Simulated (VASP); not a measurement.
Write the native input for VASP 6.6.1 that does the following.

| Quantity | Value |
| --- | --- |
| Task | single point |
| Functional | PBEsol |
| Potentials or basis | VASP PAW PBE potentials, release 64 (W_sv, Se) |
| Cutoff | 520 eV |
| k mesh | 9 × 9 × 2 |
| Occupations | gaussian, width 0.02 eV |
| Spin | no spin polarisation |
| Dipole correction | no |
| Further INCAR settings | ALGO = Normal; EDIFF = 1e-06; NBANDS = 20 |

The structure of WSe2 lies in POSCAR:

```
WSe2
1.0
    3.2702124402      0.0000000000      0.0000000000
   -1.6351062201      2.8320870490      0.0000000000
    0.0000000000      0.0000000000     16.6611439352
W Se
1 2
Direct
    0.0000000000      0.0000000000      0.0000000000
    0.3333333333      0.6666666667      0.1003991023
    0.3333333333      0.6666666667      0.8996008977
```

These files were run (other wordings do the same):

INCAR

```
PREC = Accurate
ENCUT = 520
EDIFF = 1E-6
ISMEAR = 0
SIGMA = 0.02
LREAL = F
LASPH = T
NELM = 60
ALGO = Normal
ISIF = 2
LWAVE = F
LCHARG = F
GGA = PS
NBANDS = 20
```

KPOINTS

```
regular mesh
0
Gamma
  9 9 2
```

Potentials or basis: VASP PAW PBE potentials, release 64 (W_sv, Se).

Run with:

```bash
$ cat potpaw_PBE.64/W_sv/POTCAR potpaw_PBE.64/Se/POTCAR > POTCAR
$ mpirun -np 1 vasp_std > vasp.out
```

Results of the run:

```json
{
  "Largest force": "0.061 eV/Å",
  "Band gap on the k mesh": "1.69 eV, direct"
}
```

Caveat: the PAW data sets were made with another functional, which shifts forces and pressure a little; spin-orbit coupling is left out, which moves the levels of the heavy elements.

Wall time 32 s on 1 thread of Intel(R) Xeon(R) 6975P-C (Granite Rapids) (shared host), peak memory 0.27 GiB.
